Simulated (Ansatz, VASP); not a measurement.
**One calculation of InSe, two programs**

```xyz
8
Lattice="4.0266 0.0000 0.0000 -2.0133 3.4871 0.0000 0.0000 0.0000 28.2707" Properties=species:S:1:pos:R:3 pbc="T T T"
Se    0.0000    0.0000    4.5000
Se    0.0000    0.0000    9.8854
Se    0.0000    2.3248   13.3954
Se    0.0000    2.3248   18.7807
In    2.0133    1.1624    5.7954
In    2.0133    1.1624    8.5899
In    2.0133    3.4871   14.6908
In    2.0133    3.4871   17.4853
```

Alike in both runs: task single point; functional PBE; dispersion D3(BJ); k mesh 9 × 9 × 1; occupations gaussian, width 0.05 eV; no spin polarisation.

|  | VASP | Ansatz |
| --- | --- | --- |
| version | VASP 6.6.1 | Ansatz 0.2.0 |
| potentials or method | VASP PAW PBE potentials, release 64 (Se, In_d), cutoff 520 eV | scalar-relativistic, plane waves, PAW |
| valence electrons in the cell | 76 | 116 |

```csv
,VASP,Ansatz,Ansatz less VASP
gap on the k mesh at the Fermi level (eV),1.23,1.24,+0.010
least direct gap on the mesh (eV),1.26,1.27,+0.009
rms of the force components (eV/Å),0.025,0.022,-0.0026
```

VASP's potentials hold 76 valence electrons a cell and Ansatz's 116, so a difference there can come from the potentials and not from the codes.
